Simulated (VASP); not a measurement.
Input of a VASP 6.6.1 run:

File POSCAR:

```
HfO2
1.0
    5.1137779501      0.0000000000     -0.0057043739
    0.0000000000      5.1814801776      0.0000000000
   -0.8637452430      0.0000000000      5.2240135688
Hf O
4 8
Direct
    0.2761898871      0.0418256562      0.2081958955
    0.7238101129      0.5418256562      0.2918041045
    0.7238101129      0.9581743438      0.7918041045
    0.2761898871      0.4581743438      0.7081958955
    0.4479231777      0.7576886033      0.4785121366
    0.5520768223      0.2576886033      0.0214878634
    0.5520768223      0.2423113967      0.5214878634
    0.4479231777      0.7423113967      0.9785121366
    0.0701704199      0.3339089751      0.3439190022
    0.9298295801      0.8339089751      0.1560809978
    0.9298295801      0.6660910249      0.6560809978
    0.0701704199      0.1660910249      0.8439190022
```

File INCAR.step1:

```
PREC = Accurate ; ENCUT = 520
ISMEAR = 0 ; SIGMA = 0.01
LREAL = False ; LASPH = True
NELM = 60 ; NBANDS = 56
GGA = PE ; ALGO = Normal
EDIFF = 1E-4 ; LWAVE = True
LCHARG = False
```

INCAR.step2

```
PREC = Accurate ; ENCUT = 520
EDIFF = 1E-7 ; ISMEAR = 0
SIGMA = 0.01 ; LREAL = False
LASPH = True ; NELM = 60
ALGO = Normal ; ISIF = 2
LWAVE = False ; LCHARG = True
METAGGA = R2SCAN ; LMIXTAU = True
LELF = True ; LVHAR = True
NBANDS = 56 ; ISTART = 1
```

The input KPOINTS:

```
regular mesh
0
Gamma
  6 6 6
```

Potentials or basis: VASP PAW PBE potentials, release 64 (Hf_pv, O).

The run is started by

```console
$ cat potpaw_PBE.64/Hf_pv/POTCAR potpaw_PBE.64/O/POTCAR > POTCAR
$ cp INCAR.step1 INCAR
$ mpirun -np 1 vasp_std > vasp.out
$ cp INCAR.step2 INCAR
$ mpirun -np 1 vasp_std > vasp.out
```

(1) Estimate the largest force.

(2) Estimate the pressure.

(3) Estimate the band gap on the k mesh.

Answers

(1) 0.095 eV/Å.

(2) -3.4 GPa.

(3) 4.55 eV (least direct gap 4.64 eV).

Caveat: the cell stands under tension; the PAW data sets were made with another functional, which shifts forces and pressure a little; spin-orbit coupling is left out, which moves the levels of the heavy elements.
